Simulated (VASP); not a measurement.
CaO: single point with r2SCAN

Crystal: CaO.

```
CELL_PARAMETERS angstrom
0.00000 2.58040 2.58040
2.58040 0.00000 2.58040
2.58040 2.58040 0.00000
ATOMIC_POSITIONS crystal
Ca 0.00000 0.00000 0.00000
O 0.25000 0.25000 0.25000
```

This cell differs from its parent crystal: volume changed by -3%.

* Program: VASP 6.6.1
* Task: single point
* Functional: r2SCAN
* Potentials or basis: VASP PAW PBE potentials, release 64 (Ca_sv, O)
* Cutoff: 520 eV
* k mesh: 8 × 8 × 8
* Occupations: gaussian, width 0.01 eV
* Spin: no spin polarisation

The pressure is 3.7 GPa and the band gap on the k mesh is 3.84 eV, indirect (least direct gap 4.52 eV).

Levels at points of the mesh, in eV from the valence-band top:
| k point | band 4 | band 5 | band 6 | band 7 | band 8 | band 9 | band 10 | band 11 | band 12 | band 13 |
| --- | --- | --- | --- | --- | --- | --- | --- | --- | --- | --- |
| (0.00, 0.00, 0.00) | -18.48 | -15.81 | -0.69 | -0.69 | -0.69 | 3.84 | 8.78 | 8.78 | 10.49 | 10.49 |
| (0.50, 0.00, 0.00) | -18.54 | -14.99 | -1.01 | -0.40 | -0.40 | 6.68 | 8.66 | 8.66 | 9.00 | 10.27 |
| (0.50, 0.50, 0.00) | -18.64 | -14.75 | -1.49 | 0.00 | 0.00 | 5.39 | 7.31 | 9.91 | 10.22 | 10.22 |

Run time: 64 s on 1 thread of Intel(R) Xeon(R) 6975P-C (Granite Rapids), on a shared host, peak memory 0.17 GiB.

Caveat: the PAW data sets were made with another functional, which shifts forces and pressure a little. A k mesh can miss the band edges.
